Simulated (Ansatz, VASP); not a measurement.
KTaO3 in VASP and in Ansatz

```
K Ta O
1.0
     3.93566    0.00000    0.00000
     0.00000    3.93566    0.00000
     0.00000    0.00000    3.93566
K Ta O
1 1 3
Direct
  0.50000 0.50000 0.50000
  0.00000 0.00000 0.00000
  0.50000 0.00000 0.00000
  0.00000 0.50000 0.00000
  0.00000 0.00000 0.50000
```

Alike in both runs: functional r2SCAN; k mesh 8 × 8 × 8; occupations fermi-dirac, width 0.02 eV; no spin polarisation.

Ansatz relaxed the structure, and its values are those at the end. VASP's run is a single point on that final structure, the one shown.

|  | VASP | Ansatz |
| --- | --- | --- |
| version | VASP 6.6.1 | Ansatz 0.2.0 |
| potentials or method | VASP PAW PBE potentials, release 64 (K_sv, Ta_pv, O), cutoff 520 eV | PAW plane waves |
| valence electrons in the cell | 38 | 40 |

VASP gave:

| Quantity | Value |
| --- | --- |
| gap on the k mesh at the Fermi level (eV) | 2.70 |
| pressure (GPa) | 10.6 |

Problem. Estimate Ansatz's values.

Solution. gap on the k mesh at the Fermi level (eV): 2.75; pressure (GPa): 9.3.

VASP's potentials were made for PBE, not for r2SCAN. With one functional, cell and mesh, what is left measures potentials, basis and numerics. VASP's potentials hold 38 valence electrons a cell and Ansatz's 40, so a difference there can come from the potentials and not from the codes. Ansatz's warnings: stress scf threshold loose.

Spin-orbit coupling is off throughout.
